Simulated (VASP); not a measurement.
# NaCl (P4/mmm) in VASP: notebook, part 2 of 2

VASP 6.6.1. The steps go on from the part before.

## 3. Electric field gradients, PBE (equal xx and yy strain of -2 %)

INCAR reads:

```
SYSTEM = NaCl
PREC = Accurate
ENCUT = 400
EDIFF = 1E-8
ISMEAR = -1
SIGMA = 0.02
LREAL = .False.
LASPH = .True.
NELM = 120
ALGO = Normal
ISIF = 2
LWAVE = .False.
LCHARG = .False.
GGA = PE
LEFG = .True.
NBANDS = 14
GGA_COMPAT = .False.
```

KPOINTS reads:

```
Automatic mesh
0
Gamma
  8 8 8
  0 0 0
```

POSCAR reads:

```
NaCl
1.0
    2.8028000000      0.0000000000      0.0000000000
    0.0000000000      2.8028000000      0.0000000000
    0.0000000000      0.0000000000      2.8600000000
Na Cl
1 1
Direct
    0.0000000000      0.0000000000      0.0000000000
    0.5000000000      0.5000000000      0.5000000000
```

Potentials or basis: VASP PAW PBE potentials, release 64 (Na_pv, Cl).

Started as:

```sh
$ cat potpaw_PBE.64/Na_pv/POTCAR potpaw_PBE.64/Cl/POTCAR > POTCAR
$ mpirun -np 1 vasp_std > vasp.out
```

OUTCAR:

```text
SYSTEM = NaCl
   PREC = Accurate
   ENCUT = 400
   EDIFF = 1E-8
   ISMEAR = -1
   LREAL = .False.
   LASPH = .True.
   NELM = 120
   ISIF = 2
   GGA = PE

 ion  position               nearest neighbor table
   1  0.000  0.000  0.000-   2 2.44   2 2.44   2 2.44   2 2.44   2 2.44   2 2.44   2 2.44   2 2.44

   2  0.500  0.500  0.500-   1 2.44   1 2.44   1 2.44   1 2.44   1 2.44   1 2.44   1 2.44   1 2.44

  LATTYP: Found a simple tetragonal cell.
 ALAT       =     2.8028000000
 C/A-ratio  =     1.0204081633

  Lattice vectors:

 A1 = (   2.8028000000,   0.0000000000,   0.0000000000)
 A2 = (   0.0000000000,   2.8028000000,   0.0000000000)
 A3 = (   0.0000000000,   0.0000000000,   2.8600000000)

Analysis of symmetry for initial positions (statically):
=====================================================================
 Subroutine PRICEL returns:
 Original cell was already a primitive cell.

 Routine SETGRP: Setting up the symmetry group for a
 simple tetragonal supercell.

 Subroutine GETGRP returns: Found 16 space group operations
 (whereof 16 operations were pure point group operations)
 out of a pool of 16 trial point group operations.

The static configuration has the point symmetry D_4h.

Analysis of symmetry for dynamics (positions and initial velocities):
=====================================================================
 Subroutine PRICEL returns:
 Original cell was already a primitive cell.

 Routine SETGRP: Setting up the symmetry group for a
 simple tetragonal supercell.

 Subroutine GETGRP returns: Found 16 space group operations
 (whereof 16 operations were pure point group operations)
 out of a pool of 16 trial point group operations.

[... 168 lines left out ...]
     13      25.6736      0.00000
     14      30.2235      0.00000
[... 377 lines left out ...]
      1     -15.8873      2.00000
      2     -15.4498      2.00000
      3     -15.4325      2.00000
      4      -7.8790      2.00000
      5       0.5296      2.00000
      6       5.5516      2.00000
      7       5.8870      2.00000
      8      17.2219      0.00000
      9      17.5444      0.00000
     10      18.0411      0.00000
     11      18.5387      0.00000
     12      23.2922      0.00000
     13      24.5579      0.00000
     14      25.2430      0.00000

 [... further k-points ...]
[... 5 lines left out ...]
  --------------------------------------------------------------------------------------
  -------------------------------------------------------------------------------------
  Total       10.9115442     10.9115442     10.1292904      0.0000000      0.0000000      0.0000000
  in kB      778.1199464    778.1199464    722.3361567      0.0000000      0.0000000      0.0000000
  external PRESSURE =     759.5253499 kB  Pullay stress =       0.0000000 kB

 VOLUME and BASIS-vectors are now :
 -----------------------------------------------------------------------------
  energy-cutoff  :      400.00
  volume of cell :       22.47
      direct lattice vectors                 reciprocal lattice vectors
     2.802800000  0.000000000  0.000000000     0.356786071  0.000000000  0.000000000
     0.000000000  2.802800000  0.000000000     0.000000000  0.356786071  0.000000000
     0.000000000  0.000000000  2.860000000     0.000000000  0.000000000  0.349650350

 POSITION                                       TOTAL-FORCE (eV/Angst)
 -----------------------------------------------------------------------------------
      0.00000      0.00000      0.00000         0.000000      0.000000      0.000000
      1.40140      1.40140      1.43000         0.000000      0.000000      0.000000
 -----------------------------------------------------------------------------------
    total drift:                                0.000000     -0.000000      0.000000

  FREE ENERGIE OF THE ION-ELECTRON SYSTEM (eV)
  ---------------------------------------------------
  free  energy   TOTEN  =        -3.7835093494 eV

  energy  without entropy=       -3.7835093494  energy(sigma->0) =       -3.78350935

 Electric field gradients (V/A^2)
---------------------------------------------------------------------
 ion       V_xx      V_yy      V_zz      V_xy      V_xz      V_yz
---------------------------------------------------------------------
   1       0.693     0.693    -1.387    -0.000     0.000    -0.000
   2      -5.657    -5.657    11.314     0.000     0.000     0.000
---------------------------------------------------------------------

 Electric field gradients after diagonalization (V/A^2)
 (convention: |V_zz| > |V_xx| > |V_yy|)
----------------------------------------------------------------------
 ion       V_xx      V_yy      V_zz     asymmetry (V_yy - V_xx)/ V_zz
----------------------------------------------------------------------
   1       0.693     0.693    -1.387       0.000
   2      -5.657    -5.657    11.314       0.000
----------------------------------------------------------------------

           NMR quadrupolar parameters

 Cq : quadrupolar parameter    Cq=e*Q*V_zz/h
 eta: asymmetry parameters     (V_yy - V_xx)/ V_zz
 Q  : nuclear electric quadrupole moment in mb (millibarn)
----------------------------------------------------------------------
 ion       Cq(MHz)       eta       Q (mb)
----------------------------------------------------------------------
   1      -0.003       0.000       1.000
   2       0.027       0.000       1.000
----------------------------------------------------------------------
```

OSZICAR:

```text
N       E                     dE             d eps       ncg     rms          rms(c)
DAV:   1     0.901002186089E+02    0.90100E+02   -0.62249E+03  2206   0.102E+03
DAV:   2     0.191359761092E+00   -0.89909E+02   -0.82701E+02  2496   0.286E+02
DAV:   3    -0.407928625236E+01   -0.42706E+01   -0.42539E+01  2598   0.575E+01
DAV:   4    -0.412173859064E+01   -0.42452E-01   -0.42442E-01  2538   0.587E+00
DAV:   5    -0.412235122811E+01   -0.61264E-03   -0.61263E-03  2634   0.720E-01    0.634E+00
DAV:   6    -0.384329476967E+01    0.27906E+00   -0.23829E-01  2944   0.615E+00    0.424E+00
DAV:   7    -0.378474222276E+01    0.58553E-01   -0.14666E-01  2872   0.410E+00    0.192E+00
DAV:   8    -0.378363121311E+01    0.11110E-02   -0.11250E-02  2346   0.119E+00    0.293E-01
DAV:   9    -0.378349962498E+01    0.13159E-03   -0.25296E-04  2778   0.295E-01    0.647E-02
DAV:  10    -0.378350741766E+01   -0.77927E-05   -0.39289E-05  2650   0.129E-01    0.176E-02
DAV:  11    -0.378350913348E+01   -0.17158E-05   -0.62002E-06  2460   0.282E-02    0.922E-03
DAV:  12    -0.378350935688E+01   -0.22340E-06   -0.46746E-07  2568   0.594E-03    0.402E-04
DAV:  13    -0.378350938021E+01   -0.23335E-07   -0.33140E-08  2676   0.140E-03    0.114E-03
DAV:  14    -0.378350934276E+01    0.37447E-07   -0.28844E-09  1718   0.420E-04    0.122E-04
DAV:  15    -0.378350934937E+01   -0.66095E-08   -0.35940E-10  1464   0.213E-04
   1 F= -.37835093E+01 E0= -.37835093E+01  d E =-.158449E-11
```

Run time: 31 s. Hardware: 1 thread of Intel Xeon 8259CL, shared host; peak memory 0.09 GiB.

What came out:

```
Free energy                             : -3.7835 eV
Pressure                                : 76.0 GPa
Band gap on the k mesh                  : 4.15 eV
Largest electric field gradient by atom : Na -1.4; Cl +11.3 V/Å²
```

Electric field gradients, principal values (V/Å²):
```tsv
atom	least	middle	greatest (by size)
1 Na	0.693	0.693	-1.387
2 Cl	-5.657	-5.657	11.314
```

Caveat: the cell differs from its parent crystal (equal xx and yy strain of -2 %); the stress differs along the axes, from 72 to 78 GPa; without QUAD_EFG the Cq values of the log hold for a quadrupole moment of 1 mb, not for the nuclei.

## 4. Electric field gradients, PBE (equal xx and yy strain of +3 %)

INCAR reads:

```
  ALGO = Normal
  EDIFF = 1E-8
  ENCUT = 400
  GGA = PE
  GGA_COMPAT = False
  ISIF = 2
  ISMEAR = -1
  LASPH = True
  LCHARG = False
  LEFG = True
  LREAL = False
  LWAVE = False
  NBANDS = 14
  NELM = 120
  PREC = Accurate
  SIGMA = 0.02
```

KPOINTS reads:

```
k-points
0
Gamma
  8 8 8
```

POSCAR reads:

```
NaCl
1.0
    2.9458000000      0.0000000000      0.0000000000
    0.0000000000      2.9458000000      0.0000000000
    0.0000000000      0.0000000000      2.8600000000
Na Cl
1 1
Direct
    0.0000000000      0.0000000000      0.0000000000
    0.5000000000      0.5000000000      0.5000000000
```

Potentials or basis: VASP PAW PBE potentials, release 64 (Na_pv, Cl).

Started as:

```sh
$ cat potpaw_PBE.64/Na_pv/POTCAR potpaw_PBE.64/Cl/POTCAR > POTCAR
$ mpirun -np 1 vasp_std > vasp.out
```

OUTCAR:

```text
EDIFF = 1E-8
   ENCUT = 400
   GGA = PE
   ISIF = 2
   ISMEAR = -1
   LASPH = True
   LREAL = False
   NELM = 120
   PREC = Accurate

 ion  position               nearest neighbor table
   1  0.000  0.000  0.000-   2 2.53   2 2.53   2 2.53   2 2.53   2 2.53   2 2.53   2 2.53   2 2.53

   2  0.500  0.500  0.500-   1 2.53   1 2.53   1 2.53   1 2.53   1 2.53   1 2.53   1 2.53   1 2.53

  LATTYP: Found a simple tetragonal cell.
 ALAT       =     2.9458000000
 C/A-ratio  =     0.9708737864

  Lattice vectors:

 A1 = (   2.9458000000,   0.0000000000,   0.0000000000)
 A2 = (   0.0000000000,   2.9458000000,   0.0000000000)
 A3 = (   0.0000000000,   0.0000000000,   2.8600000000)

Analysis of symmetry for initial positions (statically):
=====================================================================
 Subroutine PRICEL returns:
 Original cell was already a primitive cell.

 Routine SETGRP: Setting up the symmetry group for a
 simple tetragonal supercell.

 Subroutine GETGRP returns: Found 16 space group operations
 (whereof 16 operations were pure point group operations)
 out of a pool of 16 trial point group operations.

The static configuration has the point symmetry D_4h.

Analysis of symmetry for dynamics (positions and initial velocities):
=====================================================================
 Subroutine PRICEL returns:
 Original cell was already a primitive cell.

 Routine SETGRP: Setting up the symmetry group for a
 simple tetragonal supercell.

 Subroutine GETGRP returns: Found 16 space group operations
 (whereof 16 operations were pure point group operations)
 out of a pool of 16 trial point group operations.

The dynamic configuration has the point symmetry D_4h.

 Subroutine INISYM returns: Found 16 space group operations
 (whereof 16 operations are pure point group operations),
 and found     1 'primitive' translations

----------------------------------------------------------------------------------------

                                     Primitive cell

  volume of cell :      24.8183

  direct lattice vectors                    reciprocal lattice vectors
     2.945800000  0.000000000  0.000000000     0.339466359  0.000000000  0.000000000
     0.000000000  2.945800000  0.000000000     0.000000000  0.339466359  0.000000000
     0.000000000  0.000000000  2.860000000     0.000000000  0.000000000  0.349650350

  length of vectors
     2.945800000  2.945800000  2.860000000     0.339466359  0.339466359  0.349650350

  position of ions in fractional coordinates (direct lattice)
     0.000000000  0.000000000  0.000000000
     0.500000000  0.500000000  0.500000000

  ion indices of the primitive-cell ions
   primitive index   ion index
                 1           1
                 2           2

----------------------------------------------------------------------------------------

 KPOINTS: k-points

[... 79 lines left out ...]
   NUPDOWN=      -1.0000    fix difference up-down
   EMIN   =  10.00;   EMAX   =-10.00  energy-range for DOS
   EFERMI =   0.00;   METHOD = LEGACY
   ISMEAR =    -1;   SIGMA  =   0.02  broadening in eV -4-tet -1-fermi 0-gaus
   EFERMI_NEDOS =   21; number of points for ismear=-14 and -15
   IALGO  =     38    algorithm
   IMIX   =      4    mixing-type and parameters
     AMIX     =   0.40;   BMIX     =  1.00
     AMIX_MAG =   1.60;   BMIX_MAG =  1.00
  volume/ion in A,a.u.               =      12.41        83.74
  Fermi-wavevector in a.u.,A,eV,Ry     =   1.352675  2.556184 24.894968  1.829729
  Thomas-Fermi vector in A             =   2.479994
   LORBIT       =      0    0 simple, 1 ext, 2 COOP (PROOUT), +10 PAW based schemes
   GGA     = PE    functional components
   LHFCALC =     F    Hartree Fock is set to
   AEXX    =    0.0000 exact exchange contribution
   IVDW    =     0    specifies the selected vdW correction
   LEPSILON=     F    determine dielectric tensor
   LRPA    =     F    only Hartree local field effects (RPA)
 non-spin polarized calculation
  energy-cutoff  :      400.00
  volume of cell :       24.82
 maximum number of plane-waves:       464
 NGX is ok and might be reduce to    20
   NGX =  9   NGY =  9   NGZ =  9

 number of electron      13.9999986 magnetization

 Free energy of the ion-electron system (eV)
  ---------------------------------------------------
  ext. energy  EPLUGINS =         0.00000000
  ---------------------------------------------------
  free energy    TOTEN  =        -4.70387486 eV

  energy without entropy =       -4.70387486  energy(sigma->0) =       -4.70387486

 E-fermi :   6.6021     XC(G=0): -11.0562

 val. band max:        6.2048996881   @ k =   0.5000   0.5000   0.0000
 cond. band min:      10.5664629340   @ k =   0.5000   0.5000   0.0000
 fundamental gap:      4.3615632459
 Fermi energy:         6.6020579349

 k-point     1 :       0.0000    0.0000    0.0000
  band No.  band energies     occupation
      1     -16.5494      2.00000
      2     -16.5494      2.00000
      3     -16.5329      2.00000
      4     -10.5063      2.00000
      5       4.6455      2.00000
      6       4.6455      2.00000
      7       5.1467      2.00000
      8      12.6777      0.00000
      9      12.7885      0.00000
     10      13.3732      0.00000
     11      23.2148      0.00000
     12      23.8605      0.00000
     13      23.8605      0.00000
     14      27.5044      0.00000
[... 377 lines left out ...]
      1     -16.8434      2.00000
      2     -16.5530      2.00000
      3     -16.5410      2.00000
      4      -8.9370      2.00000
      5      -0.0522      2.00000
      6       4.3573      2.00000
      7       4.7306      2.00000
      8      15.7403      0.00000
      9      16.2721      0.00000
     10      16.3254      0.00000
     11      17.1514      0.00000
     12      21.8396      0.00000
     13      22.1836      0.00000
     14      23.6800      0.00000

 [... further k-points ...]
[... 5 lines left out ...]
  --------------------------------------------------------------------------------------
  -------------------------------------------------------------------------------------
  Total        7.5660013      7.5660013      8.6457594      0.0000000      0.0000000      0.0000000
  in kB      488.4323746    488.4323746    558.1374708      0.0000000      0.0000000      0.0000000
  external PRESSURE =     511.6674066 kB  Pullay stress =       0.0000000 kB

 VOLUME and BASIS-vectors are now :
 -----------------------------------------------------------------------------
  energy-cutoff  :      400.00
  volume of cell :       24.82
      direct lattice vectors                 reciprocal lattice vectors
     2.945800000  0.000000000  0.000000000     0.339466359  0.000000000  0.000000000
     0.000000000  2.945800000  0.000000000     0.000000000  0.339466359  0.000000000
     0.000000000  0.000000000  2.860000000     0.000000000  0.000000000  0.349650350

 POSITION                                       TOTAL-FORCE (eV/Angst)
 -----------------------------------------------------------------------------------
      0.00000      0.00000      0.00000         0.000000      0.000000      0.000000
      1.47290      1.47290      1.43000         0.000000      0.000000      0.000000
 -----------------------------------------------------------------------------------
    total drift:                                0.000000      0.000000      0.000000

  FREE ENERGIE OF THE ION-ELECTRON SYSTEM (eV)
  ---------------------------------------------------
  free  energy   TOTEN  =        -4.7038748586 eV

  energy  without entropy=       -4.7038748586  energy(sigma->0) =       -4.70387486

 Electric field gradients (V/A^2)
---------------------------------------------------------------------
 ion       V_xx      V_yy      V_zz      V_xy      V_xz      V_yz
---------------------------------------------------------------------
   1      -0.958    -0.958     1.916    -0.000    -0.000    -0.000
   2       8.024     8.024   -16.049    -0.000     0.000    -0.000
---------------------------------------------------------------------

 Electric field gradients after diagonalization (V/A^2)
 (convention: |V_zz| > |V_xx| > |V_yy|)
----------------------------------------------------------------------
 ion       V_xx      V_yy      V_zz     asymmetry (V_yy - V_xx)/ V_zz
----------------------------------------------------------------------
   1      -0.958    -0.958     1.916       0.000
   2       8.024     8.024   -16.049       0.000
----------------------------------------------------------------------

           NMR quadrupolar parameters

 Cq : quadrupolar parameter    Cq=e*Q*V_zz/h
 eta: asymmetry parameters     (V_yy - V_xx)/ V_zz
 Q  : nuclear electric quadrupole moment in mb (millibarn)
----------------------------------------------------------------------
 ion       Cq(MHz)       eta       Q (mb)
----------------------------------------------------------------------
   1       0.005       0.000       1.000
   2      -0.039       0.000       1.000
----------------------------------------------------------------------
```

OSZICAR:

```text
N       E                     dE             d eps       ncg     rms          rms(c)
DAV:   1     0.901171735753E+02    0.90117E+02   -0.62217E+03  2190   0.100E+03
DAV:   2    -0.285979898752E+00   -0.90403E+02   -0.83342E+02  2490   0.280E+02
DAV:   3    -0.494314251862E+01   -0.46572E+01   -0.46402E+01  2652   0.587E+01
DAV:   4    -0.499143830914E+01   -0.48296E-01   -0.48287E-01  2478   0.623E+00
DAV:   5    -0.499219049144E+01   -0.75218E-03   -0.75217E-03  2720   0.790E-01    0.512E+00
DAV:   6    -0.475156563210E+01    0.24062E+00   -0.22572E-01  2988   0.524E+00    0.347E+00
DAV:   7    -0.470482119254E+01    0.46744E-01   -0.12542E-01  2952   0.339E+00    0.172E+00
DAV:   8    -0.470400355438E+01    0.81764E-03   -0.89074E-03  2244   0.104E+00    0.357E-01
DAV:   9    -0.470386083365E+01    0.14272E-03   -0.25414E-04  2800   0.240E-01    0.738E-02
DAV:  10    -0.470387305679E+01   -0.12223E-04   -0.36678E-05  2496   0.110E-01    0.245E-02
DAV:  11    -0.470387451787E+01   -0.14611E-05   -0.45183E-06  2610   0.207E-02    0.536E-03
DAV:  12    -0.470387483347E+01   -0.31560E-06   -0.37292E-07  2466   0.673E-03    0.104E-03
DAV:  13    -0.470387489643E+01   -0.62954E-07   -0.26847E-08  2634   0.118E-03    0.124E-03
DAV:  14    -0.470387486097E+01    0.35453E-07   -0.28096E-09  1774   0.394E-04    0.715E-05
DAV:  15    -0.470387485858E+01    0.23958E-08   -0.30193E-10  1470   0.158E-04
   1 F= -.47038749E+01 E0= -.47038749E+01  d E =-.397752E-11
```

It took 37 s on 1 thread of Intel Xeon 8259CL, shared host; peak memory 0.1 GiB.

What came out:

```
Free energy                             : -4.7039 eV
Pressure                                : 51.2 GPa
Band gap on the k mesh                  : 4.36 eV
Largest electric field gradient by atom : Na +1.9; Cl -16.0 V/Å²
```

Stress tensor (GPa, compression positive):
```
48.84  0.00  0.00
 0.00 48.84  0.00
 0.00  0.00 55.81
```

Electric field gradients, principal values (V/Å²):
```
atom   least  middle  greatest (by size)
1 Na  -0.958  -0.958               1.916
2 Cl   8.024   8.024             -16.049
```

Caveat: the cell differs from its parent crystal (equal xx and yy strain of +3 %); the stress differs along the axes, from 49 to 56 GPa; without QUAD_EFG the Cq values of the log hold for a quadrupole moment of 1 mb, not for the nuclei. A k mesh can miss the band edges.
